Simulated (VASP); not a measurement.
# Li4H3F (P1) in VASP: a series of runs, part 2 of 2

VASP 6.6.1. Earlier steps stand in the parts before.

## 3. Relaxation of volume and atoms at fixed shape, PBEsol

This run uses another cell than the first one, of 7.92 Å³/atom.

Input file INCAR:

```
SYSTEM = Li4H3F
ALGO = Normal
EDIFF = 1E-7
EDIFFG = -0.03
ENCUT = 880
GGA = PS
GGA_COMPAT = .False.
IBRION = 2
ISIF = 8
ISMEAR = -1
ISYM = -1
LASPH = .True.
LCHARG = .False.
LREAL = Auto
LWAVE = .False.
NELM = 120
NELMIN = 4
NSW = 100
PREC = Accurate
SIGMA = 0.05
```

Input file KPOINTS:

```
explicit points
1
Reciprocal
  0.25000000   0.25000000   0.25000000 1
```

Input file POSCAR:

```
Li4H3F
1.0
    7.9737500000      0.0000000000      0.0000000000
    0.0000000000      7.9737500000      0.0000000000
    0.0000000000      0.0000000000      7.9737500000
H F Li
24 8 32
Direct
    0.2469910000      0.0023950000      0.0031840000
    0.2500930000      0.9975150000      0.5003770000
    0.2493250000      0.5015910000      0.9946270000
    0.7516300000      0.9996180000      0.4960670000
    0.7491520000      0.4986280000      0.0019260000
    0.7511460000      0.5011830000      0.5055600000
    0.9987090000      0.2514240000      0.5032990000
    0.9982380000      0.7515930000      0.0032990000
    0.0022510000      0.7509920000      0.4994260000
    0.5002540000      0.2498540000      0.0022250000
    0.4971580000      0.2490230000      0.4988830000
    0.4960550000      0.7508720000      0.0039340000
    0.5030480000      0.7502200000      0.5002460000
    0.0041820000      0.4972350000      0.7522930000
    0.5041440000      0.9993170000      0.2490080000
    0.4962380000      0.0028930000      0.7498810000
    0.4994680000      0.5017860000      0.7539060000
    0.2514340000      0.2490610000      0.2472300000
    0.2515010000      0.2519370000      0.7488740000
    0.2534980000      0.7485960000      0.2543780000
    0.2512700000      0.7521200000      0.7482330000
    0.7499810000      0.2502120000      0.2523740000
    0.7519860000      0.2490410000      0.7495370000
    0.7520300000      0.7462190000      0.7477580000
    0.2491300000      0.4964520000      0.4981140000
    0.7504130000      0.0052610000      0.9988140000
    0.0000690000      0.2496780000      0.0003770000
    0.9982480000      0.9999880000      0.2521660000
    0.9995450000      0.9999450000      0.7463130000
    0.0029270000      0.4980520000      0.2515490000
    0.4982210000      0.5009920000      0.2502700000
    0.7517170000      0.7498610000      0.2493380000
    0.0031190000      0.9987860000      0.0043710000
    0.9971650000      0.0017230000      0.4993670000
    0.9984790000      0.4997830000      0.0020030000
    0.0021280000      0.4958560000      0.5010570000
    0.5003180000      0.0005560000      0.9975350000
    0.4959440000      0.0027760000      0.4979730000
    0.4991360000      0.4977070000      0.0009750000
    0.4958250000      0.4982200000      0.5018270000
    0.2468030000      0.2526620000      0.0004580000
    0.2548900000      0.2491030000      0.5029530000
    0.2473260000      0.7489400000      0.0008290000
    0.2525100000      0.7455030000      0.5008510000
    0.7488710000      0.2450760000      0.0003440000
    0.7529340000      0.2508720000      0.4989850000
    0.7516060000      0.7501790000      0.0019480000
    0.7475840000      0.7533320000      0.5010210000
    0.2522680000      0.0049320000      0.2497390000
    0.2496680000      0.0012490000      0.7516170000
    0.2497330000      0.4996100000      0.2507920000
    0.2495460000      0.5002430000      0.7522720000
    0.7486920000      0.0005810000      0.2491970000
    0.7506960000      0.9965270000      0.7523500000
    0.7480250000      0.4946230000      0.2478510000
    0.7488070000      0.5040520000      0.7458360000
    0.0016580000      0.2458190000      0.2509440000
    0.0010080000      0.2571130000      0.7537320000
    0.9970230000      0.7425280000      0.2472070000
    0.9988950000      0.7534080000      0.7514580000
    0.5026480000      0.2485600000      0.2511360000
    0.5007280000      0.2512710000      0.7491660000
    0.5003240000      0.7499130000      0.2477230000
    0.4981350000      0.7507520000      0.7489920000
```

Potentials or basis: VASP PAW PBE potentials, release 64 (H, F, Li_sv).

Launch:

```
> cat potpaw_PBE.64/H/POTCAR potpaw_PBE.64/F/POTCAR potpaw_PBE.64/Li_sv/POTCAR > POTCAR
> mpirun -np 1 vasp_std > vasp.out
```

Run time: 15 min. Hardware: 1 thread of Intel Xeon 6975P-C (Granite Rapids), shared host; peak memory 1.1 GiB.

Results (log left out):

```yaml
Free_energy: -224.8897 eV
Relaxed_volume: 8.02 Å³/atom
Relaxed_cell: a = 8.007 Å, b = 8.007 Å, c = 8.007 Å, α = 90.00°, β = 90.00°, γ = 90.00°
Space_group_after_relaxing_to_0.1_Å: P1 (No. 1)
Energy_gained_by_relaxing: 2.5 meV/atom
Ionic_steps: 7
Pressure_after_relaxing: 0.1 GPa
Largest_force_after_relaxing: 0.026 eV/Å
Band_gap_on_the_k_mesh: 4.78 eV
```

Forces on the atoms (eV/Å):
```
H    0.008 -0.011 -0.002
H    0.001  0.000  0.009
H    0.007 -0.007  0.000
H   -0.001  0.001  0.008
H    0.005  0.005  0.001
H    0.000 -0.004  0.003
H   -0.010  0.005 -0.007
H    0.004 -0.004 -0.008
H   -0.005  0.009  0.012
H    0.000 -0.002  0.005
H    0.000  0.004  0.002
H    0.008 -0.008 -0.001
H    0.001  0.004  0.003
H   -0.004 -0.011 -0.003
H   -0.003 -0.001  0.010
H    0.007 -0.008  0.004
H   -0.001 -0.006 -0.006
H   -0.005  0.002  0.005
H   -0.001 -0.004 -0.004
H   -0.002  0.012 -0.006
H    0.002 -0.008  0.004
H   -0.009  0.007  0.002
H   -0.006 -0.005  0.002
H   -0.002 -0.008  0.002
F    0.003 -0.001 -0.002
F   -0.005  0.003  0.009
F    0.006  0.007  0.011
F   -0.005  0.006 -0.005
F   -0.003 -0.015 -0.002
F   -0.003  0.008 -0.008
F    0.005  0.006  0.000
F    0.003  0.013 -0.004
Li   0.018  0.000 -0.009
Li  -0.002 -0.014 -0.002
Li  -0.005 -0.010 -0.004
Li  -0.009  0.006 -0.009
Li   0.011  0.005 -0.003
Li  -0.013 -0.001 -0.006
Li  -0.006 -0.002  0.017
Li  -0.017  0.008 -0.001
Li  -0.009  0.004 -0.004
Li  -0.009  0.002  0.006
Li   0.007 -0.012  0.009
Li  -0.007 -0.004 -0.004
Li   0.013  0.001  0.000
Li   0.011  0.005  0.008
Li   0.005 -0.006  0.013
Li   0.004  0.016 -0.004
Li  -0.005  0.015  0.003
Li  -0.018  0.007  0.001
Li   0.003  0.002  0.008
Li   0.000 -0.008 -0.002
Li  -0.001  0.007 -0.002
Li   0.010 -0.001  0.011
Li   0.002  0.009 -0.013
Li   0.011 -0.001 -0.007
Li   0.006 -0.022 -0.012
Li  -0.007  0.004 -0.017
Li  -0.004 -0.004  0.003
Li  -0.006  0.015 -0.009
Li   0.005 -0.005 -0.018
Li   0.006  0.003  0.006
Li   0.012 -0.004 -0.002
Li  -0.004 -0.005  0.006
```

Stress tensor (GPa, compression positive):
```
 0.00 -0.04 -0.04
-0.04  0.08 -0.01
-0.04 -0.01  0.09
```

The path:
| step | energy change (eV) | largest force (eV/Å) | pressure (GPa) | volume (Å³) |
| --- | --- | --- | --- | --- |
| 1 | 0.0000 | 0.2761 | 0.52 | 506.98 |
| 2 | -0.0598 | 0.2231 | 0.33 | 508.86 |
| 3 | -0.1302 | 0.1071 | -0.11 | 513.91 |
| 4 | -0.1454 | 0.0795 | -0.07 | 513.71 |
| 5 | -0.1556 | 0.0515 | 0.00 | 513.38 |
| 6 | -0.1588 | 0.0313 | 0.04 | 513.32 |
| 7 | -0.1596 | 0.0259 | 0.06 | 513.29 |

Final structure:
```xyz
64
Lattice="8.0067 0.0000 0.0000 0.0000 8.0067 0.0000 0.0000 0.0000 8.0067" Properties=species:S:1:pos:R:3 pbc="T T T"
H     2.0219    8.0055    0.0039
H     2.0107    0.0014    4.0090
H     2.0100    4.0114    7.9974
H     5.9941    0.0048    4.0131
H     5.9909    3.9985    7.9922
H     6.0061    4.0006    4.0270
H     8.0019    1.9993    4.0179
H     0.0111    5.9914    8.0001
H     0.0072    6.0013    4.0211
H     3.9948    2.0047    8.0010
H     4.0069    1.9931    4.0125
H     3.9869    6.0094    8.0001
H     4.0067    6.0229    4.0195
H     8.0066    4.0109    6.0105
H     3.9957    0.0040    2.0091
H     3.9974    0.0012    6.0039
H     4.0087    4.0081    6.0154
H     2.0196    1.9845    2.0037
H     2.0100    2.0059    6.0094
H     2.0087    6.0106    2.0037
H     2.0069    6.0088    6.0092
H     5.9921    1.9976    2.0180
H     5.9928    2.0100    5.9958
H     5.9970    5.9951    5.9972
F     2.0066    4.0015    3.9981
F     6.0108    8.0019    0.0020
F     8.0013    1.9956    0.0105
F     8.0033    8.0008    2.0055
F     8.0040    0.0057    6.0177
F     0.0026    3.9955    2.0072
F     4.0040    4.0074    2.0121
F     6.0079    5.9951    2.0033
Li    8.0027    0.0033    0.0019
Li    0.0007    0.0040    4.0077
Li    0.0037    3.9977    0.0051
Li    0.0102    3.9971    4.0057
Li    4.0051    0.0019    0.0003
Li    4.0044    8.0065    4.0071
Li    4.0013    4.0025    0.0022
Li    4.0005    4.0013    4.0025
Li    2.0032    1.9996    0.0002
Li    2.0088    2.0056    4.0068
Li    2.0068    6.0061    8.0011
Li    2.0077    6.0012    4.0109
Li    6.0040    1.9971    8.0037
Li    5.9972    2.0009    4.0123
Li    5.9998    6.0098    8.0066
Li    6.0002    6.0007    4.0074
Li    2.0007    8.0036    2.0043
Li    2.0010    8.0040    6.0046
Li    2.0063    4.0046    2.0095
Li    2.0043    4.0064    5.9998
Li    6.0074    8.0010    2.0018
Li    6.0071    8.0054    6.0073
Li    6.0024    4.0058    2.0085
Li    6.0014    4.0055    6.0048
Li    8.0049    2.0023    2.0019
Li    8.0050    1.9933    6.0188
Li    8.0037    6.0046    2.0036
Li    0.0009    6.0077    6.0073
Li    4.0026    2.0055    2.0061
Li    4.0029    2.0016    6.0053
Li    4.0050    6.0019    2.0032
Li    4.0043    6.0073    6.0062
```

Levels at points of the mesh, in eV from the valence-band top:
```tsv
k point	band 86	band 87	band 88	band 89	band 90	band 91
(0.25, 0.25, 0.25)	-0.12	-0.07	0.00	4.78	4.84	5.02
```

Caveat: the PAW data sets were made with another functional, which shifts forces and pressure a little; a shifted mesh leaves out Γ, where band edges can lie.

## 4. Single point, r2SCAN

Input file POSCAR:

```
Li4H3F
1.0
    7.9979000000      0.0000000000      0.0000000000
    0.0000000000      7.9979000000      0.0000000000
    0.0000000000      0.0000000000      7.9979000000
H F Li
24 8 32
Direct
    0.2532640000      0.9992540000      0.9998840000
    0.2510300000      0.0005570000      0.5012880000
    0.2515750000      0.5000860000      0.9986940000
    0.7484250000      0.0006750000      0.5018390000
    0.7484530000      0.4995890000      0.9978730000
    0.7494720000      0.4997020000      0.5027780000
    0.9987850000      0.2498850000      0.5013570000
    0.0020410000      0.7479240000      0.9981270000
    0.0004540000      0.7501790000      0.5024250000
    0.4990980000      0.2503880000      0.9996480000
    0.5001530000      0.2494740000      0.5012660000
    0.4989630000      0.7501230000      0.9986980000
    0.5001520000      0.7523290000      0.5021810000
    0.9997450000      0.5001500000      0.7498000000
    0.4988270000      0.0005420000      0.2515220000
    0.4997260000      0.9997320000      0.7501340000
    0.5004090000      0.5001690000      0.7503990000
    0.2521210000      0.2480420000      0.2504880000
    0.2511150000      0.2500600000      0.7502440000
    0.2508430000      0.7515020000      0.2495080000
    0.2510460000      0.7500150000      0.7504390000
    0.7478010000      0.2499430000      0.2520450000
    0.7478710000      0.2507610000      0.7493020000
    0.7490490000      0.7484590000      0.7492430000
    0.2502700000      0.5002140000      0.4988470000
    0.7509870000      0.9995620000      0.0005630000
    0.9997600000      0.2489210000      0.0011090000
    0.9994920000      0.9997050000      0.2498350000
    0.9997290000      0.0003750000      0.7517600000
    0.0002150000      0.4996130000      0.2501400000
    0.5001900000      0.5011900000      0.2512050000
    0.7505930000      0.7494890000      0.2497710000
    0.0001930000      0.0004470000      0.0004820000
    0.0000990000      0.0008710000      0.5014760000
    0.0007380000      0.4981070000      0.0002930000
    0.0009680000      0.4991920000      0.5000200000
    0.5006840000      0.0005500000      0.0001220000
    0.4995660000      0.0001550000      0.5013430000
    0.4995200000      0.4994980000      0.0005900000
    0.4987740000      0.5001620000      0.4998830000
    0.2507610000      0.2495120000      0.9997550000
    0.2511270000      0.2508370000      0.5011580000
    0.2519880000      0.7497480000      0.9982220000
    0.2508230000      0.7496330000      0.5014180000
    0.7495590000      0.2488270000      0.9990720000
    0.7485410000      0.2497060000      0.5021450000
    0.7491560000      0.7503840000      0.0001010000
    0.7487630000      0.7500920000      0.5010660000
    0.2500410000      0.9995900000      0.2508020000
    0.2496200000      0.9995100000      0.7501310000
    0.2508330000      0.5005550000      0.2514510000
    0.2505850000      0.5002950000      0.7483250000
    0.7503310000      0.9988220000      0.2501700000
    0.7507530000      0.9995440000      0.7513220000
    0.7490580000      0.5007600000      0.2509040000
    0.7490340000      0.5007450000      0.7494460000
    0.9996640000      0.2494990000      0.2495400000
    0.9994000000      0.2488750000      0.7519590000
    0.9995060000      0.7497530000      0.2501150000
    0.0000130000      0.7508790000      0.7503240000
    0.4999160000      0.2511150000      0.2511280000
    0.4998760000      0.2499650000      0.7502190000
    0.5007620000      0.7493630000      0.2502030000
    0.5002350000      0.7502110000      0.7503790000
```

Input file INCAR.step1:

```
SYSTEM = Li4H3F
ALGO = Normal
EDIFF = 1E-5
ENCUT = 970
GGA = PE
GGA_COMPAT = .False.
ISMEAR = -1
ISYM = -1
LASPH = .True.
LCHARG = .False.
LREAL = Auto
LWAVE = .True.
NBANDS = 126
NELM = 120
PREC = Accurate
SIGMA = 0.05
```

Input file INCAR.step2:

```
SYSTEM = Li4H3F
ALGO = Normal
EDIFF = 1E-6
ENCUT = 970
GGA_COMPAT = .False.
ISIF = 2
ISMEAR = -1
ISTART = 1
ISYM = -1
LASPH = .True.
LCHARG = .False.
LMIXTAU = .True.
LREAL = Auto
LWAVE = .False.
METAGGA = R2SCAN
NBANDS = 126
NELM = 120
PREC = Accurate
SIGMA = 0.05
```

KPOINTS is that of step 3.

Launch:

```
> cat potpaw_PBE.64/H/POTCAR potpaw_PBE.64/F/POTCAR potpaw_PBE.64/Li_sv/POTCAR > POTCAR
> cp INCAR.step1 INCAR
> mpirun -np 1 vasp_std > vasp.out
> cp INCAR.step2 INCAR
> mpirun -np 1 vasp_std > vasp.out
```

It took 12 min on 1 thread of Intel Xeon 6975P-C (Granite Rapids), shared host; peak memory 1.3 GiB.

It converged, with:

```
Free energy            : -258.1233 eV
Pressure               : 0.0 GPa
Largest force          : 0.085 eV/Å
Band gap on the k mesh : 5.64 eV
```

Forces on the atoms (eV/Å):
```
H   -0.020  0.005  0.006
H   -0.013 -0.010  0.007
H   -0.003 -0.005  0.011
H    0.014 -0.011  0.002
H    0.005 -0.007  0.023
H    0.003  0.005 -0.012
H    0.009 -0.007  0.006
H   -0.013  0.010  0.020
H    0.001  0.001 -0.003
H    0.007 -0.011  0.007
H   -0.009  0.004  0.006
H    0.010 -0.006  0.018
H    0.001 -0.017 -0.008
H    0.008 -0.013  0.011
H    0.016 -0.010 -0.002
H    0.004  0.000  0.012
H   -0.011 -0.002  0.003
H   -0.014  0.015  0.006
H   -0.012  0.003  0.002
H    0.000 -0.018  0.019
H   -0.006 -0.005 -0.005
H    0.009  0.001 -0.004
H    0.016 -0.016  0.015
H    0.000  0.013  0.011
F    0.003 -0.010  0.021
F   -0.015  0.006 -0.004
F   -0.003  0.007 -0.002
F    0.003  0.005  0.014
F   -0.008  0.001 -0.003
F   -0.007  0.002  0.005
F   -0.008 -0.007  0.005
F   -0.020  0.005  0.018
Li  -0.075  0.021 -0.022
Li  -0.008 -0.019 -0.028
Li  -0.011  0.013  0.060
Li   0.015  0.024 -0.051
Li   0.013 -0.026 -0.002
Li   0.003 -0.003 -0.043
Li   0.023  0.019  0.031
Li   0.008  0.001 -0.044
Li  -0.076  0.022  0.016
Li  -0.028  0.013 -0.033
Li  -0.040  0.008  0.039
Li  -0.014 -0.051 -0.032
Li   0.060 -0.020  0.034
Li   0.026  0.007 -0.028
Li   0.049  0.042  0.056
Li   0.035 -0.008 -0.054
Li  -0.059  0.007 -0.028
Li  -0.015  0.042 -0.001
Li  -0.026 -0.002  0.010
Li   0.002 -0.003  0.012
Li   0.052  0.006 -0.050
Li   0.031 -0.001  0.004
Li   0.039  0.022 -0.006
Li   0.025 -0.023  0.027
Li   0.022  0.028 -0.022
Li   0.006 -0.023 -0.006
Li  -0.014  0.018 -0.008
Li  -0.003 -0.002  0.011
Li   0.008  0.003 -0.021
Li   0.007 -0.001 -0.001
Li   0.009 -0.024 -0.001
Li  -0.017 -0.019 -0.025
```

Stress tensor (GPa, compression positive):
```
-0.02 -0.04 -0.02
-0.04  0.04 -0.02
-0.02 -0.02  0.08
```

Levels at points of the mesh, in eV from the valence-band top:
```csv
k point,band 86,band 87,band 88,band 89,band 90,band 91
"(0.25, 0.25, 0.25)",-0.12,-0.07,0.00,5.64,5.70,5.88
```

Caveat: the PAW data sets were made with another functional, which shifts forces and pressure a little; a shifted mesh leaves out Γ, where band edges can lie. A k mesh can miss the band edges.

## 5. Overview

| task | level | cell | cutoff (eV) | gap on the mesh (eV) | pressure (GPa) | largest force (eV/Å) |
| --- | --- | --- | --- | --- | --- | --- |
| single point | PBEsol | a = 7.998 Å, 64 atoms, atomic positions A | 880 | 4.79 | 0.1 | 0.04 |
| relaxation of volume and atoms at fixed shape | PBEsol | relaxed from a = 7.974 Å, 64 atoms, atomic positions B | 880 | 4.78 | 0.1 | 0.03 |
| single point | r2SCAN | a = 7.998 Å, 64 atoms, atomic positions A | 970 | 5.64 | 0.0 | 0.09 |

Alike in all rows: potentials or basis VASP PAW PBE potentials, release 64 (H, F, Li_sv); no spin polarisation; k mesh 1 × 1 × 1, shifted; smearing fermi-dirac 0.05 eV.

Caveats: the PAW data sets were made with another functional, which shifts forces and pressure a little; a shifted mesh leaves out Γ, where band edges can lie.

Absolute energies hang on the potentials; compare differences alone.
